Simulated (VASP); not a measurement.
# LiF (Fm-3m) in VASP: single point with PBE0

Aim: the single point of LiF with PBE0.

Program: VASP 6.6.1. These are calculated values, not measurements. Logs are shortened: lines on timing, memory, paths and dates and some standing lists are left out, and cuts for length are marked.

**1. The cell of the first run**

It takes space group Fm-3m (No. 225, cubic). The conventional cell has a = 3.990 Å, b = 3.990 Å, c = 3.990 Å, α = 90.00°, β = 90.00°, γ = 90.00°. Li (site symmetry m-3m) has 6 F at 1.99 Å within 2.6 Å. F (site symmetry m-3m) has 6 Li at 1.99 Å within 2.6 Å.

**2. Single point, PBE0**

File POSCAR:

```
LiF
1.0
    0.0000000000      1.9948691812      1.9948691812
    1.9948691812      0.0000000000      1.9948691812
    1.9948691812      1.9948691812      0.0000000000
Li F
1 1
Direct
    0.0000000000      0.0000000000      0.0000000000
    0.5000000000      0.5000000000      0.5000000000
```

File INCAR.step1:

```
SYSTEM = LiF
PREC = Accurate
ENCUT = 650
EDIFF = 1E-5
ISMEAR = 0
SIGMA = 0.01
LREAL = .False.
LASPH = .True.
NELM = 120
ALGO = Normal
ISIF = 2
LWAVE = .True.
LCHARG = .False.
GGA = PE
NBANDS = 12
GGA_COMPAT = .False.
```

File INCAR.step2:

```
SYSTEM = LiF
PREC = Accurate
ENCUT = 650
EDIFF = 1E-6
ISMEAR = 0
SIGMA = 0.01
LREAL = .False.
LASPH = .True.
NELM = 120
ALGO = Normal
ISIF = 2
LWAVE = .False.
LCHARG = .False.
GGA = PE
LHFCALC = .True.
AEXX = 0.25
PRECFOCK = Normal
ISTART = 1
NBANDS = 12
GGA_COMPAT = .False.
```

File KPOINTS:

```
regular mesh
0
Gamma
  8 8 8
  0 0 0
```

Potentials or basis: VASP PAW PBE potentials, release 64 (Li_sv, F).

Run with:

```
cat potpaw_PBE.64/Li_sv/POTCAR potpaw_PBE.64/F/POTCAR > POTCAR
cp INCAR.step1 INCAR
mpirun -np 1 vasp_std > vasp.out
cp INCAR.step2 INCAR
mpirun -np 1 vasp_std > vasp.out
```

OUTCAR:

```text
SYSTEM = LiF
   PREC = Accurate
   ENCUT = 650
   EDIFF = 1E-6
   ISMEAR = 0
   LREAL = .False.
   LASPH = .True.
   NELM = 120
   ISIF = 2
   GGA = PE
   LHFCALC = .True.
   AEXX = 0.25
   PRECFOCK = Normal
   ISTART = 1

 ion  position               nearest neighbor table
   1  0.000  0.000  0.000-   2 1.99   2 1.99   2 1.99   2 1.99   2 1.99   2 1.99
   2  0.500  0.500  0.500-   1 1.99   1 1.99   1 1.99   1 1.99   1 1.99   1 1.99

  LATTYP: Found a face centered cubic cell.
 ALAT       =     3.9897383624

  Lattice vectors:

 A1 = (   0.0000000000,   1.9948691812,   1.9948691812)
 A2 = (   1.9948691812,   0.0000000000,   1.9948691812)
 A3 = (   1.9948691812,   1.9948691812,   0.0000000000)

Analysis of symmetry for initial positions (statically):
=====================================================================
 Subroutine PRICEL returns:
 Original cell was already a primitive cell.

 Routine SETGRP: Setting up the symmetry group for a
 face centered cubic supercell.

 Subroutine GETGRP returns: Found 48 space group operations
 (whereof 48 operations were pure point group operations)
 out of a pool of 48 trial point group operations.

The static configuration has the point symmetry O_h .

Analysis of symmetry for dynamics (positions and initial velocities):
=====================================================================
 Subroutine PRICEL returns:
 Original cell was already a primitive cell.

 Routine SETGRP: Setting up the symmetry group for a
 face centered cubic supercell.

 Subroutine GETGRP returns: Found 48 space group operations
 (whereof 48 operations were pure point group operations)
 out of a pool of 48 trial point group operations.

The dynamic configuration has the point symmetry O_h .

 Subroutine INISYM returns: Found 48 space group operations
 (whereof 48 operations are pure point group operations),
 and found     1 'primitive' translations

----------------------------------------------------------------------------------------

                                     Primitive cell

  volume of cell :      15.8772

  direct lattice vectors                    reciprocal lattice vectors
     0.000000000  1.994869181  1.994869181    -0.250643002  0.250643002  0.250643002
     1.994869181  0.000000000  1.994869181     0.250643002 -0.250643002  0.250643002
     1.994869181  1.994869181  0.000000000     0.250643002  0.250643002 -0.250643002

  length of vectors
     2.821171051  2.821171051  2.821171051     0.434126414  0.434126414  0.434126414

  position of ions in fractional coordinates (direct lattice)
     0.000000000  0.000000000  0.000000000
     0.500000000  0.500000000  0.500000000

  ion indices of the primitive-cell ions
   primitive index   ion index
                 1           1
                 2           2

----------------------------------------------------------------------------------------

 KPOINTS: regular mesh

Automatic generation of k-mesh.
 Grid dimensions read from file:
 generate k-points for:    8    8    8

 Generating k-lattice:

  Cartesian coordinates                     Fractional coordinates (reciprocal lattice)
    -0.031330375  0.031330375  0.031330375     0.125000000  0.000000000  0.000000000
     0.031330375 -0.031330375  0.031330375     0.000000000  0.125000000  0.000000000
     0.031330375  0.031330375 -0.031330375     0.000000000  0.000000000  0.125000000

  Length of vectors
     0.054265802  0.054265802  0.054265802

  Shift w.r.t. Gamma in fractional coordinates (k-lattice)
     0.000000000  0.000000000  0.000000000

 Subroutine IBZKPT returns following result:
 ===========================================

 Found     29 irreducible k-points:

 Following reciprocal coordinates:
            Coordinates               Weight
  0.000000  0.000000  0.000000      1.000000
  0.125000  0.000000  0.000000      8.000000
  0.250000  0.000000  0.000000      8.000000
  0.375000  0.000000  0.000000      8.000000
  0.500000  0.000000  0.000000      4.000000
  0.125000  0.125000  0.000000      6.000000
[... 16 lines left out ...]
  0.500000  0.250000  0.125000     48.000000
 -0.375000  0.250000  0.125000     24.000000
 [... further k-points ...]
   k-points           NKPTS =     29   k-points in BZ     NKDIM =    512   number of bands    NBANDS=     12
   number of dos      NEDOS =    301   number of ions     NIONS =      2
   total plane-waves  NPLWV =  13824
   dimension x,y,z NGX =    24 NGY =   24 NGZ =   24
   dimension x,y,z NGXF=    48 NGYF=   48 NGZF=   48
   ions per type =               1   1
   NGX,Y,Z   is equivalent  to a cutoff of  14.14, 14.14, 14.14 a.u.
   NGXF,Y,Z  is equivalent  to a cutoff of  28.29, 28.29, 28.29 a.u.
 SYSTEM =  LiF
   PREC   = accura    normal or accurate (medium, high low for compatibility)
   ISTART =      1    job   : 0-new  1-cont  2-samecut
   ICHARG =      0    charge: 1-file 2-atom 10-const
   ISPIN  =      1    spin polarized calculation?
   LNONCOLLINEAR =      F non collinear calculations
   LSORBIT =      F    spin-orbit coupling
   LASPH  =      T    aspherical Exc in radial PAW
   ENCUT  =  650.0 eV  47.77 Ry    6.91 a.u.   5.86  5.86  5.86*2*pi/ulx,y,z
   NELM   =    120;   NELMIN=  2; NELMDL=  0     # of ELM steps
   EDIFF  = 0.1E-05   stopping-criterion for ELM
   LREAL  =      F    real-space projection
   EDIFFG = 0.1E-04   stopping-criterion for IOM
   NSW    =      0    number of steps for IOM
   IBRION =     -1    ionic relax: 0-MD 1-quasi-New 2-CG
   NFREE  =      0    steps in history (QN), initial steepest desc. (CG)
   ISIF   =      2    stress and relaxation
   ISYM   =      3    0-nonsym 1-usesym 2-fastsym
   POTIM  = 0.5000    time-step for ionic-motion
   TEBEG  =    0.0;   TEEND  =   0.0 temperature during run
   PSTRESS=    0.0 pullay stress
   NELECT =      10.0000    total number of electrons
   NUPDOWN=      -1.0000    fix difference up-down
   EMIN   =  10.00;   EMAX   =-10.00  energy-range for DOS
   EFERMI =   0.00;   METHOD = LEGACY
   ISMEAR =     0;   SIGMA  =   0.01  broadening in eV -4-tet -1-fermi 0-gaus
   EFERMI_NEDOS =   21; number of points for ismear=-14 and -15
   IALGO  =     38    algorithm
   IMIX   =      1    mixing-type and parameters
     AMIX     =   0.40;   BMIX     =  1.00
     AMIX_MAG =   1.60;   BMIX_MAG =  1.00
  volume/ion in A,a.u.               =       7.94        53.57
  Fermi-wavevector in a.u.,A,eV,Ry     =   1.403300  2.651852 26.793271  1.969250
  Thomas-Fermi vector in A             =   2.525975
   LORBIT       =      0    0 simple, 1 ext, 2 COOP (PROOUT), +10 PAW based schemes
   GGA     = PE    functional components
   LHFCALC =     T    Hartree Fock is set to
   PRECFOCK=normal    Normal, Fast or Accurate (Low or Medium for compatibility)
   ENCUT4O =  -1.0   cutoff for four orbital integrals eV
   NKREDX  =     1    reduce k-point grid by
   NKREDY  =     1    reduce k-point grid by
   NKREDZ  =     1    reduce k-point grid by
   AEXX    =    0.2500 exact exchange contribution
   HFSCREEN=    0.0000 screening length (either q_TF or 0.3 A-1)
   HFSCREENC=   0.0000 screening length for correlation (either q_TF or 0.3 A-1)
   ENCUTFOCK=  -1.0 apply spherical cutoff to Coloumb kernel
   IVDW    =     0    specifies the selected vdW correction
   LEPSILON=     F    determine dielectric tensor
   LRPA    =     F    only Hartree local field effects (RPA)
 non-spin polarized calculation
 Gauss-broadening in eV      SIGMA  =   0.01
  energy-cutoff  :      650.00
  volume of cell :       15.88
 maximum number of plane-waves:       610
  NGX = 18; NGY = 18; NGZ = 18

 number of electron       9.9999997 magnetization

 Free energy of the ion-electron system (eV)
  ---------------------------------------------------
  ext. energy  EPLUGINS =         0.00000000
  ---------------------------------------------------
  free energy    TOTEN  =       -11.91780198 eV

  energy without entropy =      -11.91780198  energy(sigma->0) =      -11.91780198

 E-fermi :  -2.7803     XC(G=0):  -7.9057

 val. band max:       -2.9910232880   @ k =   0.0000   0.0000   0.0000
 cond. band min:       9.4301990214   @ k =   0.0000   0.0000   0.0000
 fundamental gap:     12.4212223093
 Fermi energy:        -2.7803085599

 k-point     1 :       0.0000    0.0000    0.0000
  band No.  band energies     occupation
      1     -45.8930      2.00000
      2     -24.6542      2.00000
      3      -2.9910      2.00000
      4      -2.9910      2.00000
      5      -2.9910      2.00000
      6       9.4302      0.00000
      7      24.8173      0.00000
      8      24.8173      0.00000
      9      24.8173      0.00000
     10      24.9257      0.00000
     11      24.9257      0.00000
     12      24.9257      0.00000

 k-point     2 :       0.1250    0.0000    0.0000
  band No.  band energies     occupation
      1     -45.8828      2.00000
      2     -24.5879      2.00000
      3      -3.4607      2.00000
      4      -3.0303      2.00000
      5      -3.0303      2.00000
      6       9.8892      0.00000
      7      21.1641      0.00000
      8      23.0440      0.00000
      9      23.0440      0.00000
     10      26.3585      0.00000
     11      26.3713      0.00000
     12      26.3713      0.00000

 k-point     3 :       0.2500    0.0000    0.0000
  band No.  band energies     occupation
      1     -45.8590      2.00000
      2     -24.4227      2.00000
      3      -4.4865      2.00000
      4      -3.1238      2.00000
      5      -3.1238      2.00000
      6      10.7209      0.00000
      7      18.5190      0.00000
      8      21.1781      0.00000
      9      21.1781      0.00000
     10      27.8225      0.00000
     11      28.3032      0.00000
     12      28.3032      0.00000
[... 286 lines left out ...]
 k-point    23 :       0.5000    0.2500    0.1250
  band No.  band energies     occupation
      1     -45.8232      2.00000
      2     -24.1116      2.00000
      3      -5.3116      2.00000
      4      -4.2083      2.00000
      5      -3.4509      2.00000
      6      12.7268      0.00000
      7      16.4966      0.00000
      8      19.7098      0.00000
      9      20.2667      0.00000
     10      26.4712      0.00000
     11      31.3381      0.00000
     12      33.9799      0.00000

 k-point    24 :      -0.3750    0.2500    0.1250
  band No.  band energies     occupation
      1     -45.8154      2.00000
      2     -24.0428      2.00000
      3      -5.5478      2.00000
      4      -4.3287      2.00000
      5      -3.5275      2.00000
      6      12.9008      0.00000
      7      16.3558      0.00000
      8      19.5977      0.00000
      9      19.9323      0.00000
     10      28.4543      0.00000
     11      29.5964      0.00000
     12      35.3753      0.00000

 [... further k-points ...]
[... 5 lines left out ...]
  --------------------------------------------------------------------------------------
  -------------------------------------------------------------------------------------
  Total        0.0192246      0.0192246      0.0192246      0.0000000     -0.0000000     -0.0000000
  in kB        1.9399662      1.9399662      1.9399662      0.0000000     -0.0000000     -0.0000000
  external PRESSURE =       1.9399662 kB  Pullay stress =       0.0000000 kB

 VOLUME and BASIS-vectors are now :
 -----------------------------------------------------------------------------
  energy-cutoff  :      650.00
  volume of cell :       15.88
      direct lattice vectors                 reciprocal lattice vectors
     0.000000000  1.994869181  1.994869181    -0.250643002  0.250643002  0.250643002
     1.994869181  0.000000000  1.994869181     0.250643002 -0.250643002  0.250643002
     1.994869181  1.994869181  0.000000000     0.250643002  0.250643002 -0.250643002

 POSITION                                       TOTAL-FORCE (eV/Angst)
 -----------------------------------------------------------------------------------
      0.00000      0.00000      0.00000        -0.000000      0.000000     -0.000000
      1.99487      1.99487      1.99487         0.000000     -0.000000      0.000000
 -----------------------------------------------------------------------------------
    total drift:                               -0.000000     -0.000000     -0.000000

  FREE ENERGIE OF THE ION-ELECTRON SYSTEM (eV)
  ---------------------------------------------------
  free  energy   TOTEN  =       -11.9178019850 eV

  energy  without entropy=      -11.9178019850  energy(sigma->0) =      -11.91780198
```

Wall time 21 min (1 thread of Intel Xeon Platinum 8375C at 2.90GHz (Ice Lake), shared host); peak memory 0.15 GiB.

What came out:

| Property | Result |
| --- | --- |
| Free energy | -11.9178 eV |
| Pressure | 0.2 GPa |
| Band gap on the k mesh | 12.42 eV |

Caveat: the PAW data sets were made with another functional, which shifts forces and pressure a little.
